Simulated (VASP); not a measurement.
# Si3S2 (Im-3m) in VASP: a series of runs

Runs on Si3S2. Level: PBE. Tasks: single point, relaxation of cell and atoms.

All numbers are computed with VASP 6.6.1; they aren't measurements. Logs are shortened: lines on timing, memory, paths and dates and some standing lists are left out, and cuts for length are marked.

### Step 1. The cell of the first run

It takes space group Im-3m (No. 229, cubic). The conventional cell has a = 7.326 Å, b = 7.326 Å, c = 7.326 Å, α = 90.00°, β = 90.00°, γ = 90.00°. Within 2.3 Å of Si (site symmetry 4mm) lie 2 S at 1.70 to 1.96 Å. Within 2.3 Å of S (site symmetry m-3m) lie 6 Si at 1.70 Å. Within 2.6 Å of S (site symmetry 4/mmm) lie 2 Si at 1.96 Å.

The cell was generated, and may not be a known phase.

### Step 2. Single point, PBE

Input file INCAR:

```
SYSTEM = Si3S2
PREC = Accurate
ENCUT = 520
EDIFF = 1E-7
ISMEAR = 0
SIGMA = 0.1
LREAL = .False.
LASPH = .True.
NELM = 100
ALGO = Normal
ISIF = 2
LWAVE = .False.
LCHARG = .False.
GGA = PE
NBANDS = 35
```

Input file KPOINTS:

```
Automatic mesh
0
Gamma
  4 4 4
  0 0 0
```

Input file POSCAR:

```
Si3S2
1.0
   -3.6629120700      3.6629120700      3.6629120700
    3.6629120700     -3.6629120700      3.6629120700
    3.6629120700      3.6629120700     -3.6629120700
Si S
6 4
Direct
    0.0000000000      0.2318336200      0.2318336200
    0.0000000000      0.7681663800      0.7681663800
    0.2318336200      0.0000000000      0.2318336200
    0.7681663800      0.0000000000      0.7681663800
    0.2318336200      0.2318336200      0.0000000000
    0.7681663800      0.7681663800      0.0000000000
    0.0000000000      0.0000000000      0.0000000000
    0.0000000000      0.5000000000      0.5000000000
    0.5000000000      0.0000000000      0.5000000000
    0.5000000000      0.5000000000      0.0000000000
```

Potentials or basis: VASP PAW PBE potentials, release 64 (Si, S).

Started as:

```
cat potpaw_PBE.64/Si/POTCAR potpaw_PBE.64/S/POTCAR > POTCAR
mpirun -np 1 vasp_std > vasp.out
```

OUTCAR:

```text
SYSTEM = Si3S2
   PREC = Accurate
   ENCUT = 520
   EDIFF = 1E-7
   ISMEAR = 0
   LREAL = .False.
   LASPH = .True.
   NELM = 100
   ISIF = 2
   GGA = PE

 ion  position               nearest neighbor table
   1  0.000  0.232  0.232-   7 1.70   8 1.96   5 2.40   6 2.40   3 2.40   4 2.40
   2  0.000  0.768  0.768-   7 1.70   8 1.96   5 2.40   6 2.40   3 2.40   4 2.40
   3  0.232  0.000  0.232-   7 1.70   9 1.96   5 2.40   6 2.40   1 2.40   2 2.40
   4  0.768  0.000  0.768-   7 1.70   9 1.96   5 2.40   6 2.40   1 2.40   2 2.40
   5  0.232  0.232  0.000-   7 1.70  10 1.96   3 2.40   4 2.40   1 2.40   2 2.40
   6  0.768  0.768  0.000-   7 1.70  10 1.96   3 2.40   4 2.40   1 2.40   2 2.40
   7  0.000  0.000  0.000-   1 1.70   2 1.70   3 1.70   4 1.70   5 1.70   6 1.70
   8  0.000  0.500  0.500-   1 1.96   2 1.96
   9  0.500  0.000  0.500-   3 1.96   4 1.96
  10  0.500  0.500  0.000-   5 1.96   6 1.96

  LATTYP: Found a body centered cubic cell.
 ALAT       =     7.3258241400

  Lattice vectors:

 A1 = (  -3.6629120700,   3.6629120700,   3.6629120700)
 A2 = (   3.6629120700,  -3.6629120700,   3.6629120700)
 A3 = (   3.6629120700,   3.6629120700,  -3.6629120700)

Analysis of symmetry for initial positions (statically):
=====================================================================
 Subroutine PRICEL returns:
 Original cell was already a primitive cell.

 Routine SETGRP: Setting up the symmetry group for a
 body centered cubic supercell.

 Subroutine GETGRP returns: Found 48 space group operations
 (whereof 48 operations were pure point group operations)
 out of a pool of 48 trial point group operations.

The static configuration has the point symmetry O_h .

Analysis of symmetry for dynamics (positions and initial velocities):
=====================================================================
 Subroutine PRICEL returns:
 Original cell was already a primitive cell.

 Routine SETGRP: Setting up the symmetry group for a
 body centered cubic supercell.

 Subroutine GETGRP returns: Found 48 space group operations
 (whereof 48 operations were pure point group operations)
 out of a pool of 48 trial point group operations.

The dynamic configuration has the point symmetry O_h .

 Subroutine INISYM returns: Found 48 space group operations
 (whereof 48 operations are pure point group operations),
 and found     1 'primitive' translations

----------------------------------------------------------------------------------------

[... 100 lines left out ...]
   TEBEG  =    0.0;   TEEND  =   0.0 temperature during run
   PSTRESS=    0.0 pullay stress
   NELECT =      48.0000    total number of electrons
   NUPDOWN=      -1.0000    fix difference up-down
   EMIN   =  10.00;   EMAX   =-10.00  energy-range for DOS
   EFERMI =   0.00;   METHOD = LEGACY
   ISMEAR =     0;   SIGMA  =   0.10  broadening in eV -4-tet -1-fermi 0-gaus
   EFERMI_NEDOS =   21; number of points for ismear=-14 and -15
   IALGO  =     38    algorithm
   IMIX   =      4    mixing-type and parameters
     AMIX     =   0.40;   BMIX     =  1.00
     AMIX_MAG =   1.60;   BMIX_MAG =  1.00
  volume/ion in A,a.u.               =      19.66       132.66
  Fermi-wavevector in a.u.,A,eV,Ry     =   1.023235  1.933634 14.245436  1.047010
  Thomas-Fermi vector in A             =   2.156958
   LORBIT       =      0    0 simple, 1 ext, 2 COOP (PROOUT), +10 PAW based schemes
   GGA     = PE    functional components
   LHFCALC =     F    Hartree Fock is set to
   AEXX    =    0.0000 exact exchange contribution
   IVDW    =     0    specifies the selected vdW correction
   LEPSILON=     F    determine dielectric tensor
   LRPA    =     F    only Hartree local field effects (RPA)
 non-spin polarized calculation
 Gauss-broadening in eV      SIGMA  =   0.10
  energy-cutoff  :      520.00
  volume of cell :      196.58
 maximum number of plane-waves:      5354
   NGX = 23   NGY = 23   NGZ = 23

 number of electron      47.9999999 magnetization

 Free energy of the ion-electron system (eV)
  ---------------------------------------------------
  ext. energy  EPLUGINS =         0.00000000
  ---------------------------------------------------
  free energy    TOTEN  =       -15.96763783 eV

  energy without entropy =      -15.94476276  energy(sigma->0) =      -15.95620029

 E-fermi :   5.7500     XC(G=0):  -9.0651

 val. band max:        5.7489156369   @ k =   0.5000   0.5000   0.2500
 cond. band min:       5.9042374145   @ k =   0.5000   0.5000   0.2500
 fundamental gap:      0.1553217775
 Fermi energy:         5.7500324688

 k-point     1 :       0.0000    0.0000    0.0000
  band No.  band energies     occupation
      1     -16.6367      2.00000
      2      -9.3983      2.00000
      3      -9.0339      2.00000
      4      -9.0339      2.00000
      5      -8.2377      2.00000
      6      -8.2377      2.00000
[... 293 lines left out ...]
     34       9.1431      0.00000
     35       9.1431      0.00000

------------------------ aborting loop because EDIFF is reached ----------------------------------------

  FORCE on cell =-STRESS in cart. coord.  units (eV):
  Direction    XX          YY          ZZ          XY          YZ          ZX
  --------------------------------------------------------------------------------------
  -------------------------------------------------------------------------------------
  Total       83.5228404     83.5228404     83.5228404     -0.0000000     -0.0000000      0.0000000
  in kB      680.7323130    680.7323130    680.7323130     -0.0000000     -0.0000000      0.0000000
  external PRESSURE =     680.7323130 kB  Pullay stress =       0.0000000 kB

 VOLUME and BASIS-vectors are now :
 -----------------------------------------------------------------------------
  energy-cutoff  :      520.00
  volume of cell :      196.58
      direct lattice vectors                 reciprocal lattice vectors
    -3.662912070  3.662912070  3.662912070     0.000000000  0.136503413  0.136503413
     3.662912070 -3.662912070  3.662912070     0.136503413  0.000000000  0.136503413
     3.662912070  3.662912070 -3.662912070     0.136503413  0.136503413  0.000000000

 POSITION                                       TOTAL-FORCE (eV/Angst)
 -----------------------------------------------------------------------------------
      1.69837      0.00000      0.00000        15.335244      0.000000      0.000000
      5.62745      0.00000      0.00000       -15.335244      0.000000      0.000000
      0.00000      1.69837      0.00000        -0.000000     15.335244      0.000000
      0.00000      5.62745      0.00000        -0.000000    -15.335244      0.000000
      0.00000      0.00000      1.69837        -0.000000     -0.000000     15.335244
      0.00000      0.00000      5.62745        -0.000000      0.000000    -15.335244
      0.00000      0.00000      0.00000        -0.000000      0.000000      0.000000
      3.66291      0.00000      0.00000        -0.000000      0.000000      0.000000
      0.00000      3.66291      0.00000        -0.000000      0.000000      0.000000
      0.00000      0.00000      3.66291        -0.000000      0.000000      0.000000
 -----------------------------------------------------------------------------------
    total drift:                               -0.000000      0.000000      0.000000

  FREE ENERGIE OF THE ION-ELECTRON SYSTEM (eV)
  ---------------------------------------------------
  free  energy   TOTEN  =       -15.9676378318 eV

  energy  without entropy=      -15.9447627574  energy(sigma->0) =      -15.95620029
```

OSZICAR:

```text
N       E                     dE             d eps       ncg     rms          rms(c)
DAV:   1     0.275059461638E+03    0.27506E+03   -0.19878E+04   560   0.116E+03
DAV:   2    -0.245164032111E+01   -0.27751E+03   -0.26124E+03   732   0.217E+02
DAV:   3    -0.264317418223E+02   -0.23980E+02   -0.23479E+02   712   0.638E+01
DAV:   4    -0.271586919234E+02   -0.72695E+00   -0.72301E+00   749   0.127E+01
DAV:   5    -0.271821290783E+02   -0.23437E-01   -0.23411E-01   749   0.211E+00    0.692E+01
DAV:   6    -0.157924768208E+02    0.11390E+02   -0.42456E+01   708   0.257E+01    0.311E+01
DAV:   7    -0.160544461034E+02   -0.26197E+00   -0.73216E+00   674   0.108E+01    0.153E+01
DAV:   8    -0.159901057362E+02    0.64340E-01   -0.90040E-01   668   0.408E+00    0.287E+00
DAV:   9    -0.159656476539E+02    0.24458E-01   -0.19836E-01   741   0.235E+00    0.174E+00
DAV:  10    -0.159683261699E+02   -0.26785E-02   -0.31254E-02   685   0.727E-01    0.121E+00
DAV:  11    -0.159672802964E+02    0.10459E-02   -0.39984E-03   669   0.273E-01    0.806E-01
DAV:  12    -0.159677287893E+02   -0.44849E-03   -0.31567E-03   752   0.236E-01    0.406E-01
DAV:  13    -0.159676763660E+02    0.52423E-04   -0.15013E-04   704   0.601E-02    0.124E-01
DAV:  14    -0.159676492267E+02    0.27139E-04   -0.29948E-05   722   0.264E-02    0.763E-02
DAV:  15    -0.159676368274E+02    0.12399E-04   -0.92367E-05   680   0.376E-02    0.103E-02
DAV:  16    -0.159676375622E+02   -0.73473E-06   -0.10046E-05   680   0.160E-02    0.938E-03
DAV:  17    -0.159676378640E+02   -0.30182E-06   -0.79002E-07   704   0.526E-03    0.540E-03
DAV:  18    -0.159676378318E+02    0.32147E-07   -0.19957E-07   504   0.205E-03
   1 F= -.15967638E+02 E0= -.15956200E+02  d E =-.228751E-01
```

Wall time 40 s (1 thread of AMD EPYC 9R45 (Zen 5), shared host); peak memory 0.29 GiB.

What came out:

```yaml
Free_energy: -15.9676 eV
Pressure: 68.1 GPa
Largest_force: 15.335 eV/Å
Band_gap_on_the_k_mesh: zero (bands 24 and 25 overlap by 2.49 eV)
```

Forces in eV/Å, atoms in the order of the input:
```
Si   15.335   0.000   0.000
Si  -15.335   0.000   0.000
Si    0.000  15.335   0.000
Si    0.000 -15.335   0.000
Si    0.000   0.000  15.335
Si    0.000   0.000 -15.335
S     0.000   0.000   0.000
S     0.000   0.000   0.000
S     0.000   0.000   0.000
S     0.000   0.000   0.000
```

Caveat: the cell stands under pressure; forces of over 1 eV/Å act on the atoms, so gaps and moduli don't describe the material at rest.

### Step 3. Single point, PBE

This run uses another cell than the first one, of 35.88 Å³/atom.

Input file INCAR:

```
PREC     = Accurate       # precision mode
ENCUT    = 520            # plane-wave cutoff, eV
EDIFF    = 1E-6           # SCF threshold, eV
ISMEAR   = 0              # smearing method
SIGMA    = 0.1            # smearing width, eV
LREAL    = False          # projectors in reciprocal space
LASPH    = True           # aspherical terms in the spheres
NELM     = 60             # most SCF steps
ALGO     = Normal         # electronic algorithm
ISIF     = 2              # what is computed and relaxed
LWAVE    = False          # write WAVECAR
LCHARG   = True           # write CHGCAR
GGA      = PE             # functional
LELF     = True           # ELF
LVHAR    = True         
NBANDS   = 35             # bands
```

Input file KPOINTS:

```
regular mesh
0
Gamma
  4 4 4
```

Input file POSCAR:

```
Si3S2
1.0
   -4.4763831163      4.4763831163      4.4763831163
    4.4763831163     -4.4763831163      4.4763831163
    4.4763831163      4.4763831163     -4.4763831163
Si S
6 4
Direct
    0.0000000000      0.2517221316      0.2517221316
    0.0000000000      0.7482778684      0.7482778684
    0.2517221316      0.0000000000      0.2517221316
    0.7482778684      0.0000000000      0.7482778684
    0.2517221316      0.2517221316      0.0000000000
    0.7482778684      0.7482778684      0.0000000000
    0.0000000000      0.0000000000      0.0000000000
    0.0000000000      0.5000000000      0.5000000000
    0.5000000000      0.0000000000      0.5000000000
    0.5000000000      0.5000000000      0.0000000000
```

Potentials or basis: VASP PAW PBE potentials, release 64 (Si, S).

Started as:

```
cat potpaw_PBE.64/Si/POTCAR potpaw_PBE.64/S/POTCAR > POTCAR
mpirun -np 1 vasp_std > vasp.out
```

It took 69 s on 1 thread of AMD EPYC 9R45 (Zen 5), shared host; peak memory 0.47 GiB.

It converged, with:

* Free energy: -39.0635 eV
* Pressure: -0.1 GPa
* Largest force: 0.042 eV/Å
* Band gap on the k mesh: zero (bands 24 and 25 overlap by 1.44 eV)

Forces in eV/Å, atoms in the order of the input:
```
Si   0.042  0.000  0.000
Si  -0.042  0.000  0.000
Si   0.000  0.042  0.000
Si   0.000 -0.042  0.000
Si   0.000  0.000  0.042
Si   0.000  0.000 -0.042
S    0.000  0.000  0.000
S    0.000  0.000  0.000
S    0.000  0.000  0.000
S    0.000  0.000  0.000
```

Levels at points of the mesh, in eV from the Fermi level:
```csv
k point,band 22,band 23,band 24,band 25,band 26,band 27
"(0.00, 0.00, 0.00)",-1.63,1.11,1.11,1.11,2.25,2.25
"(0.50, 0.00, 0.00)",-0.91,-0.87,-0.33,0.44,0.73,0.91
"(0.50, 0.50, 0.50)",-1.47,1.01,1.01,1.01,2.26,2.26
```

### Step 4. Single point, PBE

This run uses another cell than the first one, of 35.39 Å³/atom.

Input file INCAR:

```
SYSTEM = Si3S2
ALGO = Normal
EDIFF = 1E-6
ENCUT = 520
GGA = PE
ISIF = 2
ISMEAR = 0
LASPH = .True.
LCHARG = .True.
LELF = .True.
LREAL = .False.
LVHAR = .True.
LWAVE = .False.
NBANDS = 35
NELM = 60
PREC = Accurate
SIGMA = 0.1
```

Input file KPOINTS:

```
k-points
0
Gamma
  6 6 6
  0 0 0
```

Input file POSCAR:

```
Si3S2
1.0
   -4.4559008444      4.4559008444      4.4559008444
    4.4559008444     -4.4559008444      4.4559008444
    4.4559008444      4.4559008444     -4.4559008444
Si S
6 4
Direct
    0.0000000000      0.2519230181      0.2519230181
    0.0000000000      0.7480769819      0.7480769819
    0.2519230181      0.0000000000      0.2519230181
    0.7480769819      0.0000000000      0.7480769819
    0.2519230181      0.2519230181      0.0000000000
    0.7480769819      0.7480769819      0.0000000000
    0.0000000000      0.0000000000      0.0000000000
    0.0000000000      0.5000000000      0.5000000000
    0.5000000000      0.0000000000      0.5000000000
    0.5000000000      0.5000000000      0.0000000000
```

Started as:

```
cat potpaw_PBE.64/Si/POTCAR potpaw_PBE.64/S/POTCAR > POTCAR
mpirun -np 1 vasp_std > vasp.out
```

It took 2 min on 1 thread of AMD EPYC 9R45 (Zen 5), shared host; peak memory 0.53 GiB.

It converged, with:

* Free energy: -39.1260 eV
* Pressure: 0.0 GPa
* Largest force: 0.011 eV/Å
* Band gap on the k mesh: zero (bands 24 and 25 overlap by 1.68 eV)

Forces on the atoms (eV/Å):
```
Si   0.011  0.000  0.000
Si  -0.011  0.000  0.000
Si   0.000  0.011  0.000
Si   0.000 -0.011  0.000
Si   0.000  0.000  0.011
Si   0.000  0.000 -0.011
S    0.000  0.000  0.000
S    0.000  0.000  0.000
S    0.000  0.000  0.000
S    0.000  0.000  0.000
```

Levels at points of the mesh, in eV from the Fermi level:
```csv
k point,band 22,band 23,band 24,band 25,band 26,band 27
"(0.00, 0.00, 0.00)",-2.07,0.72,0.72,0.72,1.87,1.87
"(0.50, 0.00, 0.00)",-1.35,-1.31,-0.76,0.02,0.32,0.50
"(0.50, 0.50, 0.50)",-1.91,0.61,0.61,0.61,1.88,1.88
```

### Step 5. Relaxation of cell and atoms, PBE

Input file INCAR:

```
SYSTEM = Si3S2
PREC = Accurate ; ENCUT = 600
EDIFF = 1E-6 ; ISMEAR = 0
SIGMA = 0.1 ; LREAL = .FALSE.
LASPH = .TRUE. ; NELM = 80
ALGO = Normal ; ISIF = 3
LWAVE = .FALSE. ; LCHARG = .FALSE.
GGA = PE ; IBRION = 2
NSW = 90 ; EDIFFG = -0.04
```

Input file KPOINTS:

```
regular mesh
0
G
  4 4 4
  0 0 0
```

Input file POSCAR:

```
Si3S2
1.0
   -3.6629120700      3.6629120700      3.6629120700
    3.6629120700     -3.6629120700      3.6629120700
    3.6629120700      3.6629120700     -3.6629120700
Si S
6 4
Direct
    0.0000000000      0.2318336200      0.2318336200
    0.0000000000      0.7681663800      0.7681663800
    0.2318336200      0.0000000000      0.2318336200
    0.7681663800      0.0000000000      0.7681663800
    0.2318336200      0.2318336200      0.0000000000
    0.7681663800      0.7681663800      0.0000000000
    0.0000000000      0.0000000000      0.0000000000
    0.0000000000      0.5000000000      0.5000000000
    0.5000000000      0.0000000000      0.5000000000
    0.5000000000      0.5000000000      0.0000000000
```

Started as:

```
cat potpaw_PBE.64/Si/POTCAR potpaw_PBE.64/S/POTCAR > POTCAR
mpirun -np 1 vasp_std > vasp.out
```

Run time: 19 min. Hardware: 1 thread of AMD EPYC 9R45 (Zen 5), shared host; peak memory 0.39 GiB.

It converged, with:

```yaml
Free_energy: -39.0418 eV
Relaxed_volume: 35.64 Å³/atom
Relaxed_cell: a = 7.736 Å, b = 7.736 Å, c = 7.736 Å, α = 109.47°, β = 109.47°, γ = 109.47°
Space_group_after_relaxing_to_0.1_Å: Im-3m (No. 229)
Pressure_after_relaxing: 0.1 GPa
Largest_force_after_relaxing: 0.037 eV/Å
Band_gap_on_the_k_mesh: zero (bands 24 and 25 overlap by 1.47 eV)
```

Forces in eV/Å, atoms in the order of the input:
```
Si   0.037  0.000  0.000
Si  -0.037  0.000  0.000
Si   0.000  0.037  0.000
Si   0.000 -0.037  0.000
Si   0.000  0.000  0.037
Si   0.000  0.000 -0.037
S    0.000  0.000  0.000
S    0.000  0.000  0.000
S    0.000  0.000  0.000
S    0.000  0.000  0.000
```

Final structure:
```cif
data_structure
_symmetry_space_group_name_H-M 'P 1'
_symmetry_Int_Tables_number 1
_cell_length_a 7.7362
_cell_length_b 7.7362
_cell_length_c 7.7362
_cell_angle_alpha 109.471
_cell_angle_beta 109.471
_cell_angle_gamma 109.471
_cell_volume 356.42
loop_
_atom_site_label
_atom_site_type_symbol
_atom_site_fract_x
_atom_site_fract_y
_atom_site_fract_z
_atom_site_occupancy
Si1 Si 0.00000 0.25166 0.25166 1
Si2 Si 0.00000 0.74834 0.74834 1
Si3 Si 0.25166 0.00000 0.25166 1
Si4 Si 0.74834 0.00000 0.74834 1
Si5 Si 0.25166 0.25166 0.00000 1
Si6 Si 0.74834 0.74834 0.00000 1
S1 S 0.00000 0.00000 0.00000 1
S2 S 0.00000 0.50000 0.50000 1
S3 S 0.50000 0.00000 0.50000 1
S4 S 0.50000 0.50000 0.00000 1
```

Levels at points of the mesh, in eV from the Fermi level:
```tsv
k point	band 22	band 23	band 24	band 25	band 26	band 27
(0.00, 0.00, 0.00)	-1.67	1.11	1.11	1.11	2.24	2.24
(0.50, 0.00, 0.00)	-0.94	-0.90	-0.36	0.42	0.71	0.89
(0.50, 0.50, 0.50)	-1.51	1.00	1.00	1.00	2.26	2.26
```

Caveat: the volume moved by over 15 % at a fixed basis, so the end points are rough.

[end of part 1 of 2]

The gap in the log of VASP goes by the Fermi energy; the results here count the filled bands.